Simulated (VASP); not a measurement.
A run of VASP 6.6.1:

Contents of INCAR:

```
PREC     = Accurate       # precision mode
ENCUT    = 520            # plane-wave cutoff, eV
EDIFF    = 1E-6           # SCF threshold, eV
ISMEAR   = -1             # smearing method
SIGMA    = 0.02           # smearing width, eV
LREAL    = F              # projectors in reciprocal space
LASPH    = T              # aspherical terms in the spheres
NELM     = 60             # most SCF steps
ALGO     = Normal         # electronic algorithm
ISIF     = 2              # what is computed and relaxed
LWAVE    = F              # write WAVECAR
LCHARG   = F              # write CHGCAR
GGA      = PE             # functional
IBRION   = 2              # ionic algorithm
NSW      = 80             # ionic steps
EDIFFG   = -0.02          # ionic threshold
KPAR     = 4
```

The input KPOINTS:

```
regular mesh
0
Gamma
  13 13 7
```

File POSCAR:

```
SnSe2
1.0
    3.8110000000      0.0000000000      0.0000000000
   -1.9055000000      3.3004228138      0.0000000000
    0.0000000000      0.0000000000      6.1360000000
Sn Se
1 2
Direct
    0.0000000000      0.0000000000      0.0000000000
    0.3333333333      0.6666666667      0.2490000000
    0.6666666667      0.3333333333      0.7510000000
```

Potentials or basis: VASP PAW PBE potentials, release 64 (Sn_d, Se).

Launch:

```sh
$ cat potpaw_PBE.64/Sn_d/POTCAR potpaw_PBE.64/Se/POTCAR > POTCAR
$ mpirun -np 4 vasp_std > vasp.out
```

Hardware: 4 MPI ranks on Intel(R) Xeon(R) Platinum 8375C CPU @ 2.90GHz (Ice Lake) (shared host).

How long does it take, and how much memory?

Wall time 65 s on 4 MPI ranks on Intel(R) Xeon(R) Platinum 8375C CPU @ 2.90GHz (Ice Lake), with other jobs on the host, peak memory 0.32 GiB a rank. Counts: scf iterations 25, k points 126, ion steps 3.
